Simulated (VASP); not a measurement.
# HfB2 (P6/mmm) in VASP: a series of runs

The runs below take HfB2 through single point, relaxation of cell and atoms, with PBE.

Program: VASP 6.6.1. These are calculated values, not measurements. Logs are shortened: lines on timing, memory, paths and dates and some standing lists are left out, and cuts for length are marked.

### 1 The cell of the first run

Symmetry: P6/mmm, No. 191, hexagonal system. Conventional cell: a = 3.145 Å, b = 3.145 Å, c = 3.488 Å, α = 90.00°, β = 90.00°, γ = 120.00°. Hf (site symmetry 6/mmm) has 12 B at 2.52 Å and 6 Hf at 3.14 Å within 3.3 Å. B (site symmetry -6m2) has 3 B at 1.82 Å within 2.4 Å.

### 2 Single point, PBE

INCAR

```
SYSTEM = HfB2
PREC     = Accurate       ! precision mode
ENCUT    = 520            ! plane-wave cutoff, eV
EDIFF    = 1E-6           ! SCF threshold, eV
ISMEAR   = -1             ! smearing method
SIGMA    = 0.05           ! smearing width, eV
LREAL    = .False.        ! projectors in reciprocal space
LASPH    = .True.         ! aspherical terms in the spheres
NELM     = 80             ! most SCF steps
ALGO     = Normal         ! electronic algorithm
ISIF     = 2              ! what is computed and relaxed
LWAVE    = .False.        ! write WAVECAR
LCHARG   = .False.        ! write CHGCAR
GGA      = PE             ! functional
NBANDS   = 15             ! bands
```

KPOINTS

```
Automatic mesh
0
Gamma
  11 11 9
  0 0 0
```

POSCAR

```
HfB2
1.0
    3.1447578140      0.0000000000      0.0000000000
   -1.5723789070      2.7234401557      0.0000000000
    0.0000000000      0.0000000000      3.4879113812
Hf B
1 2
Direct
    0.0000000000      0.0000000000      0.0000000000
    0.3333333333      0.6666666667      0.5000000000
    0.6666666667      0.3333333333      0.5000000000
```

Potentials or basis: VASP PAW PBE potentials, release 64 (Hf_pv, B).

Run with:

```
$ cat potpaw_PBE.64/Hf_pv/POTCAR potpaw_PBE.64/B/POTCAR > POTCAR
$ mpirun -np 1 vasp_std > vasp.out
```

OUTCAR:

```text
SYSTEM = HfB2
   PREC = Accurate
   ENCUT = 520
   EDIFF = 1E-6
   ISMEAR = -1
   LREAL = .False.
   LASPH = .True.
   NELM = 80
   ISIF = 2
   GGA = PE

 ion  position               nearest neighbor table
   1  0.000  0.000  0.000-   2 2.52   3 2.52   2 2.52   3 2.52   3 2.52   3 2.52   2 2.52   2 2.52
                             3 2.52   3 2.52   2 2.52   2 2.52
   2  0.333  0.667  0.500-   3 1.82   3 1.82   3 1.82   1 2.52   1 2.52   1 2.52   1 2.52   1 2.52
                             1 2.52
   3  0.667  0.333  0.500-   2 1.82   2 1.82   2 1.82   1 2.52   1 2.52   1 2.52   1 2.52   1 2.52
                             1 2.52

  LATTYP: Found a hexagonal cell.
 ALAT       =     3.1447578140
 C/A-ratio  =     1.1091192351

  Lattice vectors:

 A1 = (   3.1447578140,   0.0000000000,   0.0000000000)
 A2 = (  -1.5723789070,   2.7234401557,   0.0000000000)
 A3 = (   0.0000000000,   0.0000000000,   3.4879113812)

Analysis of symmetry for initial positions (statically):
=====================================================================
 Subroutine PRICEL returns:
 Original cell was already a primitive cell.

 Routine SETGRP: Setting up the symmetry group for a
 hexagonal supercell.

 Subroutine GETGRP returns: Found 24 space group operations
 (whereof 24 operations were pure point group operations)
 out of a pool of 24 trial point group operations.

The static configuration has the point symmetry D_6h.

Analysis of symmetry for dynamics (positions and initial velocities):
=====================================================================
 Subroutine PRICEL returns:
 Original cell was already a primitive cell.

 Routine SETGRP: Setting up the symmetry group for a
 hexagonal supercell.

 Subroutine GETGRP returns: Found 24 space group operations
 (whereof 24 operations were pure point group operations)
 out of a pool of 24 trial point group operations.

The dynamic configuration has the point symmetry D_6h.

 Subroutine INISYM returns: Found 24 space group operations
 (whereof 24 operations are pure point group operations),
 and found     1 'primitive' translations

----------------------------------------------------------------------------------------

                                     Primitive cell

  volume of cell :      29.8724

  direct lattice vectors                    reciprocal lattice vectors
     3.144757814  0.000000000  0.000000000     0.317989511  0.183591330  0.000000000
    -1.572378907  2.723440156  0.000000000     0.000000000  0.367182660  0.000000000
[... 101 lines left out ...]
   EFERMI =   0.00;   METHOD = LEGACY
   ISMEAR =    -1;   SIGMA  =   0.05  broadening in eV -4-tet -1-fermi 0-gaus
   EFERMI_NEDOS =   21; number of points for ismear=-14 and -15
   IALGO  =     38    algorithm
   IMIX   =      4    mixing-type and parameters
     AMIX     =   0.40;   BMIX     =  1.00
     AMIX_MAG =   1.60;   BMIX_MAG =  1.00
  volume/ion in A,a.u.               =       9.96        67.20
  Fermi-wavevector in a.u.,A,eV,Ry     =   1.329509  2.512408 24.049584  1.767595
  Thomas-Fermi vector in A             =   2.458666
   LORBIT       =      0    0 simple, 1 ext, 2 COOP (PROOUT), +10 PAW based schemes
   GGA     = PE    functional components
   LHFCALC =     F    Hartree Fock is set to
   AEXX    =    0.0000 exact exchange contribution
   IVDW    =     0    specifies the selected vdW correction
   LEPSILON=     F    determine dielectric tensor
   LRPA    =     F    only Hartree local field effects (RPA)
 non-spin polarized calculation
  energy-cutoff  :      520.00
  volume of cell :       29.87
 maximum number of plane-waves:       820
 NGX is ok and might be reduce to    24
   NGX = 11   NGY = 11   NGZ = 13

 number of electron      15.9999997 magnetization

 Free energy of the ion-electron system (eV)
  ---------------------------------------------------
  ext. energy  EPLUGINS =         0.00000000
  ---------------------------------------------------
  free energy    TOTEN  =       -26.40611632 eV

  energy without entropy =      -26.40482300  energy(sigma->0) =      -26.40546966

 E-fermi :   7.5895     XC(G=0): -12.5718

 val. band max:        7.4514135697   @ k =   0.1818   0.1818   0.1111
 cond. band min:       7.6027305490   @ k =   0.2727   0.1818   0.0000
 fundamental gap:      0.1513169793
 Fermi energy:         7.5895273471

 k-point     1 :       0.0000    0.0000    0.0000
  band No.  band energies     occupation
      1     -23.0278      2.00000
      2     -22.5350      2.00000
      3     -22.5350      2.00000
      4      -6.0947      2.00000
      5       4.6340      2.00000
      6       4.7482      2.00000
      7       4.7482      2.00000
      8       4.8401      2.00000
      9      11.6267      0.00000
     10      11.6267      0.00000
     11      12.2540      0.00000
     12      12.2540      0.00000
     13      12.5950      0.00000
     14      12.6036      0.00000
[... 401 lines left out ...]
      2     -22.8827      2.00000
      3     -22.6283      2.00000
      4      -4.7725      2.00000
      5       2.3555      2.00000
      6       3.5128      2.00000
      7       4.1479      2.00000
      8       6.2049      2.00000
      9       8.5896      0.00000
     10      11.0306      0.00000
     11      11.7123      0.00000
     12      12.5832      0.00000
     13      13.9736      0.00000
     14      14.5613      0.00000
     15      16.1130      0.00000

 [... further k-points ...]

------------------------ aborting loop because EDIFF is reached ----------------------------------------

  FORCE on cell =-STRESS in cart. coord.  units (eV):
  Direction    XX          YY          ZZ          XY          YZ          ZX
  --------------------------------------------------------------------------------------
  -------------------------------------------------------------------------------------
  Total       -0.0864002     -0.0864002     -0.0368792      0.0000000      0.0000000      0.0000000
  in kB       -4.6339886     -4.6339886     -1.9779800      0.0000000      0.0000000      0.0000000
  external PRESSURE =      -3.7486524 kB  Pullay stress =       0.0000000 kB

 VOLUME and BASIS-vectors are now :
 -----------------------------------------------------------------------------
  energy-cutoff  :      520.00
  volume of cell :       29.87
      direct lattice vectors                 reciprocal lattice vectors
     3.144757814  0.000000000  0.000000000     0.317989511  0.183591330  0.000000000
    -1.572378907  2.723440156  0.000000000     0.000000000  0.367182660  0.000000000
     0.000000000  0.000000000  3.487911381     0.000000000  0.000000000  0.286704532

 POSITION                                       TOTAL-FORCE (eV/Angst)
 -----------------------------------------------------------------------------------
      0.00000      0.00000      0.00000         0.000000      0.000000      0.000000
     -0.00000      1.81563      1.74396        -0.000000      0.000000      0.000000
      1.57238      0.90781      1.74396         0.000000     -0.000000      0.000000
 -----------------------------------------------------------------------------------
    total drift:                               -0.000000      0.000000      0.000000

  FREE ENERGIE OF THE ION-ELECTRON SYSTEM (eV)
  ---------------------------------------------------
  free  energy   TOTEN  =       -26.4061163165 eV

  energy  without entropy=      -26.4048230042  energy(sigma->0) =      -26.40546966
```

OSZICAR:

```text
N       E                     dE             d eps       ncg     rms          rms(c)
DAV:   1     0.291603425647E+02    0.29160E+02   -0.80620E+03  2400   0.101E+03
DAV:   2    -0.272831077377E+02   -0.56443E+02   -0.52967E+02  3178   0.222E+02
DAV:   3    -0.287720216732E+02   -0.14889E+01   -0.14837E+01  3121   0.264E+01
DAV:   4    -0.287782279245E+02   -0.62063E-02   -0.62055E-02  2855   0.209E+00
DAV:   5    -0.287782670262E+02   -0.39102E-04   -0.39101E-04  3121   0.146E-01    0.520E+01
DAV:   6    -0.265243924963E+02    0.22539E+01   -0.27524E+00  2848   0.120E+01    0.382E+01
DAV:   7    -0.264727413805E+02    0.51651E-01   -0.94682E-01  3072   0.711E+00    0.117E+01
DAV:   8    -0.264109040907E+02    0.61837E-01   -0.24253E-01  2813   0.371E+00    0.164E+00
DAV:   9    -0.264063126472E+02    0.45914E-02   -0.20269E-02  2785   0.115E+00    0.379E-01
DAV:  10    -0.264061101704E+02    0.20248E-03   -0.83343E-04  2960   0.241E-01    0.268E-01
DAV:  11    -0.264061189556E+02   -0.87852E-05   -0.57378E-05  2967   0.573E-02    0.113E-01
DAV:  12    -0.264061162562E+02    0.26994E-05   -0.32801E-06  2785   0.131E-02    0.111E-02
DAV:  13    -0.264061163165E+02   -0.60314E-07   -0.24695E-07  1361   0.417E-03
   1 F= -.26406116E+02 E0= -.26405470E+02  d E =-.129331E-02
```

Wall time 24 s (1 thread of Intel Xeon 6455B, shared host); peak memory 0.17 GiB.

Results:

| Property | Result |
| --- | --- |
| Free energy | -26.4061 eV |
| Pressure | -0.4 GPa |
| Band gap on the k mesh | zero (band 8 reaches 8.43 eV, above the bottom of band 9 at 7.13 eV) |

Stress tensor (GPa, compression positive):
```
-0.46  0.00  0.00
 0.00 -0.46  0.00
 0.00  0.00 -0.20
```

Caveat: spin-orbit coupling is left out, which moves the levels of the heavy elements.

### 3 Relaxation of cell and atoms, PBE

This run uses another cell than the first one, of 9.90 Å³/atom, 0.995 times its volume.

INCAR

```
PREC     = Accurate       # precision mode
ENCUT    = 600            # plane-wave cutoff, eV
EDIFF    = 1E-7           # SCF threshold, eV
ISMEAR   = -1             # smearing method
SIGMA    = 0.05           # smearing width, eV
LREAL    = False          # projectors in reciprocal space
LASPH    = True           # aspherical terms in the spheres
NELM     = 60             # most SCF steps
ALGO     = Normal         # electronic algorithm
ISIF     = 3              # what is computed and relaxed
LWAVE    = False          # write WAVECAR
LCHARG   = False          # write CHGCAR
GGA      = PE             # functional
IBRION   = 2              # ionic algorithm
NSW      = 80             # ionic steps
EDIFFG   = -0.02          # ionic threshold
```

KPOINTS

```
Automatic mesh
0
Gamma
  11 11 9
```

POSCAR

```
HfB2
1.0
    3.1400000000      0.0000000000      0.0000000000
   -1.5700000000      2.7193200000      0.0000000000
    0.0000000000      0.0000000000      3.4800000000
Hf B
1 2
Direct
    0.0000000000      0.0000000000      0.0000000000
    0.3333333333      0.6666666667      0.5000000000
    0.6666666667      0.3333333333      0.5000000000
```

Potentials or basis: VASP PAW PBE potentials, release 64 (Hf_pv, B).

Run with:

```
$ cat potpaw_PBE.64/Hf_pv/POTCAR potpaw_PBE.64/B/POTCAR > POTCAR
$ mpirun -np 1 vasp_std > vasp.out
```

It took 68 s on 1 thread of Intel Xeon 6455B, shared host; peak memory 0.2 GiB.

Results (log left out):

```yaml
Free_energy: -26.4081 eV
Relaxed_volume: 9.94 Å³/atom
Relaxed_cell: a = 3.143 Å, b = 3.143 Å, c = 3.486 Å, α = 90.00°, β = 90.00°, γ = 120.00°
Space_group_after_relaxing_to_0.05_Å: P6/mmm (No. 191)
Energy_gained_by_relaxing: 0.1 meV/atom
Ionic_steps: 3
Pressure_after_relaxing: 0.0 GPa
Band_gap_on_the_k_mesh: zero (band 8 reaches 8.44 eV, above the bottom of band 9 at 7.14 eV)
```

Stress tensor (GPa, compression positive):
```
-0.12  0.00  0.00
 0.00 -0.12  0.00
 0.00  0.00  0.19
```

Step by step:
| step | energy change (eV) | largest force (eV/Å) | pressure (GPa) | volume (Å³) |
| --- | --- | --- | --- | --- |
| 1 | 0.0000 | 0.0000 | 0.94 | 29.71 |
| 2 | 0.0002 | 0.0000 | -1.17 | 29.97 |
| 3 | -0.0003 | 0.0000 | -0.02 | 29.83 |

Final structure:
```
CELL_PARAMETERS angstrom
3.14342 0.00000 0.00000
-1.57171 2.72228 0.00000
0.00000 0.00000 3.48564
ATOMIC_POSITIONS crystal
Hf 0.00000 0.00000 0.00000
B 0.33333 0.66667 0.50000
B 0.66667 0.33333 0.50000
```

Levels at points of the mesh, in eV from the Fermi level:
```
           k point  band 6  band 7  band 8  band 9  band 10  band 11
(0.00, 0.00, 0.00)   -2.85   -2.85   -2.75    4.04     4.04     4.67
```

Caveat: spin-orbit coupling is left out, which moves the levels of the heavy elements. PBE usually gives volumes a little too large and moduli too small.

### 4 Relaxation of cell and atoms, PBE, target pressure 10 GPa, at which the enthalpy is minimised

This run uses another cell than the first one, of 9.90 Å³/atom, 0.995 times its volume.

INCAR

```
ALGO = Normal
EDIFF = 1E-7
EDIFFG = -0.02
ENCUT = 600
GGA = PE
IBRION = 2
ISIF = 3
ISMEAR = -1
LASPH = T
LCHARG = F
LREAL = F
LWAVE = F
NELM = 80
NSW = 80
PREC = Accurate
PSTRESS = 100.0
SIGMA = 0.05
```

KPOINTS

```
k-points
0
Gamma
  11 11 9
```

POSCAR is that of step 3.

Potentials or basis: VASP PAW PBE potentials, release 64 (Hf_pv, B).

Run with:

```
$ cat potpaw_PBE.64/Hf_pv/POTCAR potpaw_PBE.64/B/POTCAR > POTCAR
$ mpirun -np 1 vasp_std > vasp.out
```

OUTCAR:

```text
EDIFF = 1E-7
   EDIFFG = -0.02
   ENCUT = 600
   GGA = PE
   IBRION = 2
   ISIF = 3
   ISMEAR = -1
   LASPH = T
   LREAL = F
   NELM = 80
   NSW = 80
   PREC = Accurate
   PSTRESS = 100.0

 ion  position               nearest neighbor table
   1  0.000  0.000  0.000-   2 2.51   3 2.51   2 2.51   3 2.51   3 2.51   3 2.51   2 2.51   2 2.51
                             3 2.51   3 2.51   2 2.51   2 2.51
   2  0.333  0.667  0.500-   3 1.81   3 1.81   3 1.81   1 2.51   1 2.51   1 2.51   1 2.51   1 2.51
                             1 2.51
   3  0.667  0.333  0.500-   2 1.81   2 1.81   2 1.81   1 2.51   1 2.51   1 2.51   1 2.51   1 2.51
                             1 2.51

  LATTYP: Found a hexagonal cell.
 ALAT       =     3.1400000000
 C/A-ratio  =     1.1082802548

  Lattice vectors:

 A1 = (   3.1400000000,   0.0000000000,   0.0000000000)
 A2 = (  -1.5700000000,   2.7193200000,   0.0000000000)
 A3 = (   0.0000000000,   0.0000000000,   3.4800000000)

Analysis of symmetry for initial positions (statically):
=====================================================================
 Subroutine PRICEL returns:
 Original cell was already a primitive cell.

 Routine SETGRP: Setting up the symmetry group for a
 hexagonal supercell.

 Subroutine GETGRP returns: Found 24 space group operations
 (whereof 24 operations were pure point group operations)
 out of a pool of 24 trial point group operations.

The static configuration has the point symmetry D_6h.
[... 319 lines left out ...]

 number of electron      16.0000001 magnetization

 Free energy of the ion-electron system (eV)
  ---------------------------------------------------
  ext. energy  EPLUGINS =         0.00000000
  ---------------------------------------------------
  free energy    TOTEN  =       -26.37501029 eV

  energy without entropy =      -26.37380688  energy(sigma->0) =      -26.37440859

 E-fermi :   7.8970     XC(G=0): -12.7544

 val. band max:        7.7573461005   @ k =   0.0000   0.0000   0.2222
 cond. band min:       7.9150299555   @ k =   0.2727   0.1818   0.0000
 fundamental gap:      0.1576838550
 Fermi energy:         7.8970151184

 k-point     1 :       0.0000    0.0000    0.0000
  band No.  band energies     occupation
      1     -22.5939      2.00000
      2     -22.0543      2.00000
      3     -22.0543      2.00000
      4      -6.0072      2.00000
      5       4.8534      2.00000
      6       4.9580      2.00000
      7       4.9580      2.00000
      8       5.1794      2.00000
      9      12.1293      0.00000
     10      12.1293      0.00000
     11      12.7916      0.00000
     12      12.7916      0.00000
[... 331 lines left out ...]
 k-point    24 :       0.1818    0.0909    0.1111
  band No.  band energies     occupation
      1     -22.5596      2.00000
      2     -22.4516      2.00000
      3     -22.1604      2.00000
      4      -4.6336      2.00000
      5       2.5635      2.00000
      6       3.7539      2.00000
      7       4.3966      2.00000
      8       6.4606      2.00000
      9       8.9321      0.00000
     10      11.4986      0.00000
     11      12.1988      0.00000
     12      13.1516      0.00000

 [... further k-points ...]

------------------------ aborting loop because EDIFF is reached ----------------------------------------

  FORCE on cell =-STRESS in cart. coord.  units (eV):
  Direction    XX          YY          ZZ          XY          YZ          ZX
  --------------------------------------------------------------------------------------
  -------------------------------------------------------------------------------------
  Total        1.8083735      1.8083738      1.8098526      0.0000000      0.0000000     -0.0000000
  in kB      100.8124099    100.8124280    100.8948635      0.0000000      0.0000000     -0.0000000
  external PRESSURE =       0.8399005 kB  Pullay stress =     100.0000000 kB
[... 22 lines left out ...]
  energy  without entropy=      -26.3738068844  energy(sigma->0) =      -26.37440859

  enthalpy is  TOTEN    =       -24.5812097920 eV   P V=        1.7938005025

 reached required accuracy - stopping structural energy minimisation
```

CONTCAR:

```text
HfB2
   1.00000000000000
     3.1067467514445712    0.0000000000000000   -0.0000000000000000
    -1.5533733757222856    2.6905218520665879   -0.0000000000000000
    -0.0000000000000000    0.0000000000000000    3.4382887573206160
  Hf              B
     1     2
Direct
     0.0000000000000000    1.0000000000000000    0.0000000000000000
     0.3333333332999970    0.6666666667000030    0.5000000000000000
     0.6666666667000030    0.3333333332999970    0.5000000000000000

  0.00000000E+00  0.00000000E+00  0.00000000E+00
  0.00000000E+00  0.00000000E+00  0.00000000E+00
  0.00000000E+00  0.00000000E+00  0.00000000E+00
```

Wall time 90 s (1 thread of Intel Xeon 6455B, shared host); peak memory 0.2 GiB.

What came out:

- Free energy: -26.3750 eV
- Relaxed volume: 9.58 Å³/atom
- Relaxed cell: a = 3.107 Å, b = 3.107 Å, c = 3.438 Å, α = 90.00°, β = 90.00°, γ = 120.00°
- Space group after relaxing (to 0.05 Å): P6/mmm (No. 191)
- Energy change on relaxing (the enthalpy is what falls): +10.9 meV/atom
- Ionic steps: 5
- Pressure after relaxing: 10.1 GPa
- Band gap on the k mesh: zero (band 8 reaches 8.75 eV, above the bottom of band 9 at 7.41 eV)

The path:
```csv
step,energy change (eV),largest force (eV/Å),pressure (GPa),volume (Å³)
1,0.0000,0.0000,0.94,29.71
2,0.1836,0.0000,25.77,27.37
3,0.0314,0.0000,9.88,28.76
4,0.0326,0.0000,10.06,28.74
5,0.0328,0.0000,10.08,28.74
```

Final structure:
```
CELL_PARAMETERS angstrom
3.10675 0.00000 0.00000
-1.55337 2.69052 0.00000
0.00000 0.00000 3.43829
ATOMIC_POSITIONS crystal
Hf 0.00000 0.00000 0.00000
B 0.33333 0.66667 0.50000
B 0.66667 0.33333 0.50000
```

Caveat: the cell is relaxed towards a set pressure, so the enthalpy falls and the energy may rise; spin-orbit coupling is left out, which moves the levels of the heavy elements.

### 5 The runs side by side

```csv
task,cell,cutoff (eV),gap on the mesh (eV),pressure (GPa)
single point,"a = 3.145, b = 3.145, c = 3.488 Å, angles 90.0, 90.0, 120.0°, 3 atoms",520,none,-0.4
relaxation of cell and atoms,"relaxed from a = 3.140, b = 3.140, c = 3.480 Å, angles 90.0, 90.0, 120.0°, 3 atoms",600,none,0.0
relaxation of cell and atoms,"relaxed to 10 GPa from a = 3.140, b = 3.140, c = 3.480 Å, angles 90.0, 90.0, 120.0°, 3 atoms",600,none,10.1
```

Alike in all rows: level PBE; potentials or basis VASP PAW PBE potentials, release 64 (Hf_pv, B); no spin polarisation; k mesh 11 × 11 × 9; smearing fermi-dirac 0.05 eV.

Caveats: spin-orbit coupling is left out, which moves the levels of the heavy elements; the cell is relaxed towards a set pressure, so the enthalpy falls and the energy may rise (some runs).

Absolute energies hang on the potentials; compare differences alone.
